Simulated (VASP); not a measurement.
The system is HfIn4SiO6.

```
CELL_PARAMETERS angstrom
2.71585 -4.70357 0.00833
2.71585 4.70357 0.00833
-1.87915 0.00000 7.40127
ATOMIC_POSITIONS crystal
Hf 0.78835 0.21165 0.00000
In 0.62175 0.37825 0.50000
In 0.45502 0.54498 0.00000
In 0.28407 0.71593 0.50000
In 0.95814 0.04186 0.50000
Si 0.12168 0.87832 0.00000
O 0.06219 0.11415 0.86666
O 0.88585 0.93781 0.13334
O 0.79490 0.53784 0.86663
O 0.46216 0.20510 0.13337
O 0.15352 0.62879 0.13333
O 0.37121 0.84648 0.86667
```

* Program: VASP 6.6.1
* Task: relaxation of cell and atoms
* Functional: PBEsol
* Dispersion: D3(BJ)
* Potentials or basis: VASP PAW PBE potentials, release 64 (Hf_pv, In_d, Si, O)
* Cutoff: 600 eV
* k mesh: 4 × 4 × 3
* Occupations: fermi-dirac, width 0.05 eV
* Spin: no spin polarisation

At the start: pressure -7.4 GPa; volume 15.77 Å³/atom.

Problem. Where does the relaxation end?

Solution. Over 13 steps the energy falls by 27.7 meV/atom and the volume is 14.55 Å³/atom (-7.7 %); space group C2 (No. 5, to 0.1 Å) before and after.

Step by step:
```tsv
step	energy change (eV)	largest force (eV/Å)	pressure (GPa)	volume (Å³)
1	0.0000	0.2900	-7.35	189.24
2	0.0077	1.2790	8.45	170.09
3	-0.2498	0.4587	-0.38	179.33
4	-0.3001	0.2150	-0.28	177.38
5	-0.3204	0.1638	0.00	175.02
6	-0.3315	0.0573	0.14	174.31
7	-0.3316	0.0449	0.15	174.21
8	-0.3322	0.0206	-0.05	174.63
9	-0.3322	0.0164	-0.10	174.72
10	-0.3322	0.0171	-0.09	174.69
11	-0.3322	0.0260	0.12	174.55
12	-0.3323	0.0107	0.00	174.63
13	-0.3323	0.0039	0.00	174.62
```

Final structure:
```cif
data_structure
_symmetry_space_group_name_H-M 'P 1'
_symmetry_Int_Tables_number 1
_cell_length_a 5.3273
_cell_length_b 5.3273
_cell_length_c 7.3325
_cell_angle_alpha 97.123
_cell_angle_beta 97.123
_cell_angle_gamma 119.984
_cell_volume 174.62
loop_
_atom_site_label
_atom_site_type_symbol
_atom_site_fract_x
_atom_site_fract_y
_atom_site_fract_z
_atom_site_occupancy
Hf1 Hf 0.78830 0.21170 0.00000 1
In1 In 0.62091 0.37909 0.50000 1
In2 In 0.45493 0.54507 0.00000 1
In3 In 0.28549 0.71451 0.50000 1
In4 In 0.95765 0.04235 0.50000 1
Si1 Si 0.12163 0.87837 0.00000 1
O1 O 0.05913 0.11156 0.86140 1
O2 O 0.88844 0.94087 0.13860 1
O3 O 0.79377 0.53530 0.86137 1
O4 O 0.46470 0.20623 0.13863 1
O5 O 0.15385 0.62995 0.13847 1
O6 O 0.37005 0.84615 0.86153 1
```

Caveat: the PAW data sets were made with another functional, which shifts forces and pressure a little.
